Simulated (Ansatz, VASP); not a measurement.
# W: VASP beside Ansatz

```
W
1.0
    -1.58482    1.58482    1.58482
     1.58482   -1.58482    1.58482
     1.58482    1.58482   -1.58482
W
1
Direct
  0.00000 0.00000 0.00000
```

Alike in both runs: functional r2SCAN; k mesh 8 × 8 × 8; occupations gaussian, width 0.1 eV; no spin polarisation.

Ansatz relaxed the structure, and its values are those at the end. VASP's run is a single point on that final structure, the one shown.

|  | VASP | Ansatz |
| --- | --- | --- |
| version | VASP 6.6.1 | Ansatz 0.2.0 |
| potentials or method | VASP PAW PBE potentials, release 64 (W_sv), cutoff 520 eV | scalar-relativistic, plane waves, PAW |
| valence electrons in the cell | 14 | 14 |

Ansatz gave:

```
gap on the k mesh at the Fermi level (eV) : none
pressure (GPa)                            : 0.0
```

**Question.** What did VASP give for the same quantities?

**Answer.** gap on the k mesh at the Fermi level (eV): none; pressure (GPa): 1.2.

VASP's potentials were made for PBE, not for r2SCAN. A gap of «none» marks a metal or a gap that the smearing closes.

Spin-orbit coupling is off throughout.
